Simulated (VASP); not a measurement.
Here is a VASP 6.6.1 calculation.

The input INCAR:

```
SYSTEM = CdPdO3
  PREC = Accurate
  ENCUT = 520
  EDIFF = 1E-7
  ISMEAR = 0
  SIGMA = 0.1
  LREAL = .FALSE.
  LASPH = .TRUE.
  NELM = 100
  ALGO = Normal
  ISIF = 2
  LWAVE = .FALSE.
  LCHARG = .TRUE.
  LELF = .TRUE.
  LVHAR = .TRUE.
  NBANDS = 28
```

Contents of KPOINTS:

```
regular mesh
0
G
  10 10 10
  0 0 0
```

The input POSCAR:

```
CdPdO3
1.0
    3.8472743763      0.0000000000      0.0000000000
    0.0000000000      3.8472743763      0.0000000000
    0.0000000000      0.0000000000      3.8472743763
Cd Pd O
1 1 3
Direct
    0.0000000000      0.0000000000      0.0000000000
    0.5000000000      0.5000000000      0.5000000000
    0.0000000000      0.5000000000      0.5000000000
    0.5000000000      0.0000000000      0.5000000000
    0.5000000000      0.5000000000      0.0000000000
```

Potentials or basis: VASP PAW LDA potentials, release 64 (Cd, Pd, O).

Launch:

```sh
$ cat potpaw_LDA.64/Cd/POTCAR potpaw_LDA.64/Pd/POTCAR potpaw_LDA.64/O/POTCAR > POTCAR
$ mpirun -np 1 vasp_std > vasp.out
```

Problem. What does it give for the band gap on the k mesh?

Solution. Zero (band 20 reaches 4.33 eV, above the bottom of band 21 at 2.81 eV).

Problem. What does it give for the pressure?

Solution. 0.9 GPa.
